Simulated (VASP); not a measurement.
# SrAl3 (Pm-3m) in VASP: notebook

Runs on SrAl3. Level: PBE. Tasks: single point.

Program: VASP 6.6.1. These are calculated values, not measurements. Logs are shortened: lines on timing, memory, paths and dates and some standing lists are left out, and cuts for length are marked.

## (1) The cell of the first run

Symmetry: Pm-3m, No. 221, cubic system. The conventional cell has a = 4.390 Å, b = 4.390 Å, c = 4.390 Å, α = 90.00°, β = 90.00°, γ = 90.00°. Sr (site symmetry m-3m) has 12 Al at 3.10 Å within 4.1 Å. Within 4.1 Å of Al (site symmetry 4/mmm) lie 4 Sr at 3.10 Å and 8 Al at 3.10 Å.

## (2) Single point, PBE (21.15 Å³/atom)

INCAR

```
PREC = Accurate
ENCUT = 520
EDIFF = 1E-6
ISMEAR = 0
SIGMA = 0.05
LREAL = False
LASPH = True
NELM = 100
ALGO = Fast
ISIF = 2
LWAVE = False
LCHARG = True
GGA = PE
LELF = True
LVHAR = True
NBANDS = 18
```

KPOINTS

```
regular mesh
0
Gamma
  8 8 8
```

POSCAR

```
SrAl3
1.0
    4.3901328547      0.0000000000      0.0000000000
    0.0000000000      4.3901328547      0.0000000000
    0.0000000000      0.0000000000      4.3901328547
Sr Al
1 3
Direct
    0.0000000000      0.0000000000      0.0000000000
    0.0000000000      0.5000000000      0.5000000000
    0.5000000000      0.5000000000      0.0000000000
    0.5000000000      0.0000000000      0.5000000000
```

Potentials or basis: VASP PAW PBE potentials, release 64 (Sr_sv, Al).

The run is started by

```console
cat potpaw_PBE.64/Sr_sv/POTCAR potpaw_PBE.64/Al/POTCAR > POTCAR
mpirun -np 1 vasp_std > vasp.out
```

OUTCAR:

```text
PREC = Accurate
   ENCUT = 520
   EDIFF = 1E-6
   ISMEAR = 0
   LREAL = False
   LASPH = True
   NELM = 100
   ISIF = 2
   GGA = PE

 ion  position               nearest neighbor table
   1  0.000  0.000  0.000-   2 3.10   3 3.10   4 3.10   2 3.10   4 3.10   2 3.10   3 3.10   2 3.10
                             3 3.10   4 3.10   4 3.10   3 3.10
   2  0.000  0.500  0.500-   1 3.10   3 3.10   4 3.10   1 3.10   3 3.10   1 3.10   4 3.10   1 3.10
                             3 3.10   4 3.10   3 3.10   4 3.10
   3  0.500  0.500  0.000-   1 3.10   2 3.10   4 3.10   2 3.10   4 3.10   1 3.10   4 3.10   4 3.10
                             1 3.10   2 3.10   2 3.10   1 3.10
   4  0.500  0.000  0.500-   1 3.10   2 3.10   3 3.10   1 3.10   3 3.10   2 3.10   3 3.10   3 3.10
                             1 3.10   2 3.10   1 3.10   2 3.10

  LATTYP: Found a simple cubic cell.
 ALAT       =     4.3901328547

  Lattice vectors:

 A1 = (   4.3901328547,   0.0000000000,   0.0000000000)
 A2 = (   0.0000000000,   4.3901328547,   0.0000000000)
 A3 = (   0.0000000000,   0.0000000000,   4.3901328547)

Analysis of symmetry for initial positions (statically):
=====================================================================
 Subroutine PRICEL returns:
 Original cell was already a primitive cell.

 Routine SETGRP: Setting up the symmetry group for a
 simple cubic supercell.

 Subroutine GETGRP returns: Found 48 space group operations
 (whereof 48 operations were pure point group operations)
 out of a pool of 48 trial point group operations.

The static configuration has the point symmetry O_h .

Analysis of symmetry for dynamics (positions and initial velocities):
=====================================================================
 Subroutine PRICEL returns:
 Original cell was already a primitive cell.

 Routine SETGRP: Setting up the symmetry group for a
 simple cubic supercell.

 Subroutine GETGRP returns: Found 48 space group operations
 (whereof 48 operations were pure point group operations)
 out of a pool of 48 trial point group operations.

The dynamic configuration has the point symmetry O_h .

 Subroutine INISYM returns: Found 48 space group operations
 (whereof 48 operations are pure point group operations),
 and found     1 'primitive' translations

----------------------------------------------------------------------------------------

                                     Primitive cell

  volume of cell :      84.6122

  direct lattice vectors                    reciprocal lattice vectors
     4.390132855  0.000000000  0.000000000     0.227783539  0.000000000  0.000000000
     0.000000000  4.390132855  0.000000000     0.000000000  0.227783539  0.000000000
[... 96 lines left out ...]
   ISYM   =      2    0-nonsym 1-usesym 2-fastsym
   POTIM  = 0.5000    time-step for ionic-motion
   TEBEG  =    0.0;   TEEND  =   0.0 temperature during run
   PSTRESS=    0.0 pullay stress
   NELECT =      19.0000    total number of electrons
   NUPDOWN=      -1.0000    fix difference up-down
   EMIN   =  10.00;   EMAX   =-10.00  energy-range for DOS
   EFERMI =   0.00;   METHOD = LEGACY
   ISMEAR =     0;   SIGMA  =   0.05  broadening in eV -4-tet -1-fermi 0-gaus
   EFERMI_NEDOS =   21; number of points for ismear=-14 and -15
   IALGO  =     68    algorithm
   IMIX   =      4    mixing-type and parameters
     AMIX     =   0.40;   BMIX     =  1.00
     AMIX_MAG =   1.60;   BMIX_MAG =  1.00
  volume/ion in A,a.u.               =      21.15       142.75
  Fermi-wavevector in a.u.,A,eV,Ry     =   0.995058  1.880387 13.471677  0.990140
  Thomas-Fermi vector in A             =   2.127052
   LORBIT       =      0    0 simple, 1 ext, 2 COOP (PROOUT), +10 PAW based schemes
   GGA     = PE    functional components
   LHFCALC =     F    Hartree Fock is set to
   AEXX    =    0.0000 exact exchange contribution
   IVDW    =     0    specifies the selected vdW correction
   LEPSILON=     F    determine dielectric tensor
   LRPA    =     F    only Hartree local field effects (RPA)
 non-spin polarized calculation
 RMM-DIIS sequential band-by-band and
 Gauss-broadening in eV      SIGMA  =   0.05
  energy-cutoff  :      520.00
  volume of cell :       84.61
 maximum number of plane-waves:      2301
 NGX is ok and might be reduce to    36
   NGX = 17   NGY = 17   NGZ = 17

 number of electron      19.0000000 magnetization

 Free energy of the ion-electron system (eV)
  ---------------------------------------------------
  ext. energy  EPLUGINS =         0.00000000
  ---------------------------------------------------
  free energy    TOTEN  =       -12.77530284 eV

  energy without entropy =      -12.77319687  energy(sigma->0) =      -12.77424985

 E-fermi :   5.2991     XC(G=0):  -9.7357

 val. band max:        5.2702988079   @ k =   0.5000   0.2500   0.1250
 cond. band min:       5.3996878691   @ k =   0.3750   0.3750   0.1250
 fundamental gap:      0.1293890613
 Fermi energy:         5.2990596604

 k-point     1 :       0.0000    0.0000    0.0000
  band No.  band energies     occupation
      1     -28.7619      2.00000
      2     -10.9818      2.00000
      3     -10.9818      2.00000
      4     -10.9818      2.00000
      5      -3.0862      2.00000
      6       3.0951      2.00000
[... 481 lines left out ...]
      5      -0.5586      2.00000
      6       0.6042      2.00000
[... 10 lines left out ...]
     17      11.5944      0.00000
     18      11.6656      0.00000

 [... further k-points ...]

------------------------ aborting loop because EDIFF is reached ----------------------------------------

  FORCE on cell =-STRESS in cart. coord.  units (eV):
  Direction    XX          YY          ZZ          XY          YZ          ZX
  --------------------------------------------------------------------------------------
  -------------------------------------------------------------------------------------
  Total        1.6127403      1.6127403      1.6127403      0.0000000      0.0000000     -0.0000000
  in kB       30.5381019     30.5381019     30.5381019      0.0000000      0.0000000     -0.0000000
  external PRESSURE =      30.5381019 kB  Pullay stress =       0.0000000 kB

 VOLUME and BASIS-vectors are now :
 -----------------------------------------------------------------------------
  energy-cutoff  :      520.00
  volume of cell :       84.61
      direct lattice vectors                 reciprocal lattice vectors
     4.390132855  0.000000000  0.000000000     0.227783539  0.000000000  0.000000000
     0.000000000  4.390132855  0.000000000     0.000000000  0.227783539  0.000000000
     0.000000000  0.000000000  4.390132855     0.000000000  0.000000000  0.227783539

 POSITION                                       TOTAL-FORCE (eV/Angst)
 -----------------------------------------------------------------------------------
      0.00000      0.00000      0.00000         0.000000      0.000000      0.000000
      0.00000      2.19507      2.19507         0.000000      0.000000      0.000000
      2.19507      2.19507      0.00000         0.000000      0.000000      0.000000
      2.19507      0.00000      2.19507         0.000000      0.000000      0.000000
 -----------------------------------------------------------------------------------
    total drift:                                0.000000     -0.000000     -0.000000

  FREE ENERGIE OF THE ION-ELECTRON SYSTEM (eV)
  ---------------------------------------------------
  free  energy   TOTEN  =       -12.7753028354 eV

  energy  without entropy=      -12.7731968734  energy(sigma->0) =      -12.77424985
```

stdout:

```text
POSCAR found type information on POSCAR SrAl
 POSCAR found :  2 types and       4 ions
 scaLAPACK will be used
 LDA part: xc-table for (Slater+PW92), standard interpolation
 POSCAR, INCAR and KPOINTS ok, starting setup
 FFT: planning ... GRIDC
 FFT: planning ... GRID_SOFT
 FFT: planning ... GRID
 WAVECAR not read
 entering main loop
```

Run time: 72 s. Hardware: 1 thread of Intel Xeon 8259CL, shared host; peak memory 0.23 GiB.

Results:

| Quantity | Value |
| --- | --- |
| Free energy | -12.7753 eV |
| Pressure | 3.1 GPa |
| Band gap on the k mesh | zero (an odd number of electrons rules out a gap without spin polarisation) |

Caveat: the cell stands under pressure.

## (3) Single point, PBE (21.49 Å³/atom)

This run uses another cell than the first one, of 21.49 Å³/atom.

INCAR

```
SYSTEM = SrAl3
PREC = Accurate ; ENCUT = 520
EDIFF = 1E-6 ; ISMEAR = 0
SIGMA = 0.05 ; LREAL = .False.
LASPH = .True. ; NELM = 100
ALGO = Normal ; ISIF = 2
LWAVE = .False. ; LCHARG = .False.
GGA = PE ; NBANDS = 18
```

KPOINTS

```
regular mesh
0
Gamma
  8 8 8
  0 0 0
```

POSCAR

```
SrAl3
1.0
    4.4132392427      0.0000000000      0.0000000000
    0.0000000000      4.4132392427      0.0000000000
    0.0000000000      0.0000000000      4.4132392427
Sr Al
1 3
Direct
    0.0000000000      0.0000000000      0.0000000000
    0.0000000000      0.5000000000      0.5000000000
    0.5000000000      0.5000000000      0.0000000000
    0.5000000000      0.0000000000      0.5000000000
```

Potentials or basis: VASP PAW PBE potentials, release 64 (Sr_sv, Al).

The run is started by

```console
cat potpaw_PBE.64/Sr_sv/POTCAR potpaw_PBE.64/Al/POTCAR > POTCAR
mpirun -np 1 vasp_std > vasp.out
```

It took 49 s on 1 thread of Intel Xeon 8259CL, shared host; peak memory 0.23 GiB.

Results (log left out):

```yaml
Free_energy: -12.7970 eV
Pressure: 2.1 GPa
Band_gap_on_the_k_mesh: zero (an odd number of electrons rules out a gap without spin polarisation)
```

Levels at points of the mesh, in eV from the Fermi level:
```
           k point  band 5  band 6  band 7  band 8  band 9  band 10  band 11  band 12  band 13  band 14
(0.00, 0.00, 0.00)   -8.32   -2.20   -2.20   -0.85   -0.85    -0.85     2.52     3.26     3.26     3.26
(0.50, 0.00, 0.00)   -6.51   -5.93   -0.95   -0.95   -0.52    -0.17     1.75     1.75     2.17     3.74
(0.50, 0.50, 0.00)   -5.71   -4.33   -4.33   -2.95    0.35     0.35     1.39     1.85     3.20     3.20
(0.50, 0.50, 0.50)   -4.28   -4.28   -4.28   -3.37   -1.33    -1.33    -1.33     2.89     5.82     5.82
```

The gap in the log of VASP goes by the Fermi energy; the results here count the filled bands.